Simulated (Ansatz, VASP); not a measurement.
# InAs in VASP and in Ansatz

```
CELL_PARAMETERS angstrom
0.00000 3.05459 3.05459
3.05459 0.00000 3.05459
3.05459 3.05459 0.00000
ATOMIC_POSITIONS crystal
In 0.00000 0.00000 0.00000
As 0.25000 0.25000 0.25000
```

Alike in both runs: task single point; functional PBE; dispersion D4; k mesh 6 × 6 × 6; occupations fermi-dirac, width 0.02 eV; no spin polarisation.

|  | VASP | Ansatz |
| --- | --- | --- |
| version | VASP 6.6.1 | Ansatz 0.2.0 |
| potentials or method | VASP PAW PBE potentials, release 64 (In_d, As) | plane waves |
| plane-wave cutoff (eV) | 500 | 420 |
| valence electrons in the cell | 18 | 28 |

|  | VASP | Ansatz | Ansatz less VASP |
| --- | --- | --- | --- |
| pressure (GPa) | 0.1 | 0.0 | -0.06 |

VASP's potentials hold 18 valence electrons a cell and Ansatz's 28, so a difference there can come from the potentials and not from the codes.
